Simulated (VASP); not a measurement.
# SnSe: single point with LDA

SnSe, a slab with vacuum:

```xyz
4
Lattice="4.2423 0.0000 0.0000 0.0000 4.1375 0.0000 0.0000 0.0000 10.9796" Properties=species:S:1:pos:R:3 pbc="T T T"
Sn    2.1211    0.0000    4.1521
Sn    0.0000    2.0688    6.8275
Se    2.1211    0.0000    6.8269
Se    0.0000    2.0688    4.1527
```

This cell differs from its parent crystal: strain +0.0125 x Voigt [1, -1, 0, 0, 0, 0].

```
Program             : VASP 6.6.1
Task                : single point
Functional          : LDA
Potentials or basis : VASP PAW LDA potentials, release 64 (Sn_d, Se)
Cutoff              : 500 eV
k mesh              : 6 × 6 × 4
Occupations         : gaussian, width 0.05 eV
Spin                : no spin polarisation
```

| Property | Result |
| --- | --- |
| Largest force | 0.024 eV/Å |
| Band gap on the k mesh | 1.32 eV, indirect (least direct gap 1.47 eV) |

Forces in eV/Å, atoms in the order of the input:
```
Sn   0.000  0.000 -0.024
Sn   0.000  0.000  0.024
Se   0.000  0.000  0.022
Se   0.000  0.000 -0.022
```

Levels at points of the mesh, in eV from the valence-band top:
| k point | band 16 | band 17 | band 18 | band 19 | band 20 | band 21 | band 22 | band 23 | band 24 | band 25 |
| --- | --- | --- | --- | --- | --- | --- | --- | --- | --- | --- |
| (0.00, 0.00, 0.00) | -3.45 | -3.18 | -2.15 | -1.91 | -0.62 | 1.55 | 3.52 | 3.69 | 4.65 | 4.70 |
| (0.50, 0.00, 0.00) | -2.59 | -1.63 | -1.63 | -0.06 | -0.06 | 1.54 | 1.54 | 2.02 | 2.02 | 2.77 |
| (0.00, 0.50, 0.00) | -2.56 | -1.77 | -1.77 | -0.24 | -0.24 | 1.32 | 1.32 | 1.81 | 1.81 | 2.83 |
| (0.50, 0.50, 0.00) | -5.23 | -3.69 | -3.69 | -1.88 | -1.88 | 3.52 | 3.52 | 4.41 | 4.41 | 5.36 |
| (0.00, 0.00, 0.50) | -3.45 | -3.18 | -2.15 | -1.91 | -0.62 | 1.41 | 3.52 | 4.65 | 4.70 | 4.74 |
| (0.50, 0.00, 0.50) | -2.59 | -1.63 | -1.63 | -0.06 | -0.06 | 1.55 | 1.55 | 2.02 | 2.02 | 2.71 |
| (0.00, 0.50, 0.50) | -2.56 | -1.77 | -1.77 | -0.24 | -0.24 | 1.33 | 1.33 | 1.81 | 1.81 | 2.77 |
| (0.50, 0.50, 0.50) | -5.23 | -3.69 | -3.69 | -1.88 | -1.88 | 3.49 | 3.49 | 4.45 | 4.45 | 5.31 |

Wall time 110 s on 1 thread of AMD EPYC 9R45 96-Core Processor (Zen 5) (shared host), peak memory 0.33 GiB.

Caveat: the cell differs from its parent crystal (strain +0.0125 x Voigt [1, -1, 0, 0, 0, 0]); spin-orbit coupling is left out, which moves the levels of the heavy elements.
